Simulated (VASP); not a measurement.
Runs of VASP 6.6.1 on GaN. The structure is that of space group I-4m2 (No. 119), or close to it. The cells are those of the table. 

| cell | gap on the mesh (eV) | pressure (GPa) |
| --- | --- | --- |
| a = 3.188, b = 3.188, c = 3.267 Å, angles 59.2, 59.2, 61.6°, 2 atoms | 1.81 | -4.7 |
| a = 3.191, b = 3.191, c = 3.346 Å, angles 58.4, 58.4, 63.2°, 2 atoms | 1.53 | -8.9 |
| a = 3.229, b = 3.229, c = 3.346 Å, angles 58.8, 58.8, 62.4°, 2 atoms | (c) | (b) |
| a = 3.268, b = 3.268, c = 3.346 Å, angles 59.2, 59.2, 61.6°, 2 atoms | 1.33 | -15.6 |
| a = 3.149, b = 3.149, c = 3.267 Å, angles 58.8, 58.8, 62.5°, 2 atoms | 1.91 | (a) |

Alike in all rows: task single point; level r2SCAN; potentials or basis VASP PAW PBE potentials, release 64 (Ga_d, N); no spin polarisation; k mesh 10 × 10 × 10; cutoff (eV) 520; smearing gaussian 0.05 eV.

Q: Fill in the values left out.

A: (a) -0.2; (b) -12.4; (c) 1.43.

Caveats: the PAW data sets were made with another functional, which shifts forces and pressure a little; the cell stands under tension (at least some runs).

A k mesh can miss the band edges, and the runs leave out spin-orbit coupling on Ga.
